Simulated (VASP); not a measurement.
Al: single point with PBEsol

The system is Al.

```xyz
1
Lattice="0.0000 2.0645 2.0645 2.0645 0.0000 2.0645 2.0645 2.0645 0.0000" Properties=species:S:1:pos:R:3 pbc="T T T"
Al    0.0000    0.0000    0.0000
```

| Item | Value |
| --- | --- |
| Program | VASP 6.6.1 |
| Task | single point |
| Functional | PBEsol |
| Potentials or basis | VASP PAW PBE potentials, release 64 (Al) |
| Cutoff | 520 eV |
| k mesh | 12 × 12 × 12 |
| Occupations | methfessel-paxton, width 0.1 eV |
| Spin | no spin polarisation |
| Dipole correction | no |
| Further INCAR settings | ALGO = Normal; EDIFF = 1e-07; NBANDS = 8 |

```
Pressure : -5.7 GPa
```

Levels at points of the mesh, in eV from the Fermi level:
```
           k point  band 1  band 2  band 3  band 4  band 5
(0.00, 0.00, 0.00)  -10.55   12.39   12.39   12.39   13.40
(0.50, 0.00, 0.00)   -4.20   -4.15   10.87   10.87   11.28
(0.50, 0.50, 0.00)   -2.62   -1.47    5.38    5.43    5.43
```

It took 4.9 s on 1 thread of Intel(R) Xeon(R) Platinum 8488C (Sapphire Rapids) (shared host), peak memory 0.13 GiB.

Caveat: the PAW data sets were made with another functional, which shifts forces and pressure a little.
